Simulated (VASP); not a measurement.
**BaS: single point with PBE**

The system is BaS.

```
Ba S
1.0
     5.39389    0.00000    0.00000
    -2.69694    4.67124    0.00000
     0.00000    0.00000    6.39759
Ba S
2 2
Direct
  0.33044 0.66719 0.94129
  0.66095 0.33324 0.43613
  0.33102 0.66835 0.44049
  0.67567 0.32767 0.93491
```

```
Program                : VASP 6.6.1
Task                   : single point
Functional             : PBE
Potentials or basis    : VASP PAW PBE potentials, release 64 (Ba_sv, S)
Cutoff                 : 520 eV
k mesh                 : 6 × 6 × 2
Occupations            : fermi-dirac, width 0.02 eV
Spin                   : no spin polarisation
Dipole correction      : no
Further INCAR settings : ALGO = Normal; EDIFF = 1e-07; NBANDS = 24
```

| Quantity | Value |
| --- | --- |
| Pressure | 0.5 GPa |
| Largest force | 0.238 eV/Å |
| Band gap on the k mesh | 2.47 eV (least direct gap 2.61 eV) |

Forces in eV/Å, atoms in the order of the input:
```
Ba   0.197 -0.064 -0.078
Ba   0.048  0.022  0.053
S   -0.024 -0.026 -0.033
S   -0.221  0.068  0.058
```

Stress tensor (GPa, compression positive):
```
0.07 0.23 0.00
0.23 0.33 0.00
0.00 0.00 0.98
```

Levels at points of the mesh, in eV from the valence-band top:
```tsv
k point	band 14	band 15	band 16	band 17	band 18	band 19
(0.00, 0.00, 0.00)	-0.87	-0.44	0.00	2.74	3.65	3.68
(0.50, 0.00, 0.00)	-0.40	-0.37	-0.31	3.08	3.34	3.56
(0.00, 0.50, 0.00)	-0.41	-0.36	-0.31	3.09	3.35	3.54
(0.50, 0.50, 0.00)	-0.45	-0.31	-0.29	3.08	3.40	3.49
(0.00, 0.00, 0.50)	-1.00	-0.99	-0.96	3.72	3.77	5.35
(0.50, 0.00, 0.50)	-0.84	-0.53	-0.49	3.75	3.92	4.86
(0.00, 0.50, 0.50)	-0.84	-0.53	-0.49	3.79	3.88	4.86
(0.50, 0.50, 0.50)	-0.85	-0.53	-0.49	3.83	4.04	4.83
```

It took 84 s on 1 thread of Intel(R) Xeon(R) 6975P-C (Granite Rapids), on a shared host, peak memory 0.34 GiB.

Caveat: the k points lie up to 0.49 Å⁻¹ apart; the atoms stand as in a frame of molecular dynamics; the structure was generated, so it needn't be the stable form of BaS; spin-orbit coupling is left out, which moves the levels of the heavy elements. A k mesh can miss the band edges.
